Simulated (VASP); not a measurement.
A run of VASP 6.6.1 is set up as follows.

Contents of INCAR:

```
SYSTEM = ScTaN
PREC = Accurate
ENCUT = 520
EDIFF = 1E-6
ISMEAR = -1
SIGMA = 0.05
LREAL = .FALSE.
LASPH = .TRUE.
NELM = 80
ALGO = Normal
ISIF = 2
LWAVE = .FALSE.
LCHARG = .FALSE.
GGA = PS
IVDW = 12
NBANDS = 36
```

File KPOINTS:

```
Automatic mesh
0
G
  10 10 3
  0 0 0
```

The input POSCAR:

```
ScTaN
1.0
    3.0254446850      0.0000000000      0.0000000000
   -1.5127223425      2.6201119550      0.0000000000
    0.0000000000      0.0000000000     10.1105871957
Ta Sc N
2 2 2
Direct
    0.3333333333      0.6666666667      0.2443928853
    0.6666666667      0.3333333333      0.7556071147
    0.0000000000      0.0000000000      0.0000000000
    0.0000000000      0.0000000000      0.5000000000
    0.3333333333      0.6666666667      0.6300547833
    0.6666666667      0.3333333333      0.3699452167
```

Potentials or basis: VASP PAW PBE potentials, release 64 (Ta_pv, Sc_sv, N).

The run is started by

```bash
$ cat potpaw_PBE.64/Ta_pv/POTCAR potpaw_PBE.64/Sc_sv/POTCAR potpaw_PBE.64/N/POTCAR > POTCAR
$ mpirun -np 1 vasp_std > vasp.out
```

(1) Estimate the largest force.

(2) Estimate the dispersion energy per atom.

Results:

(1) 0.045 eV/Å.

(2) -0.479 eV.

Caveat: the PAW data sets were made with another functional, which shifts forces and pressure a little.
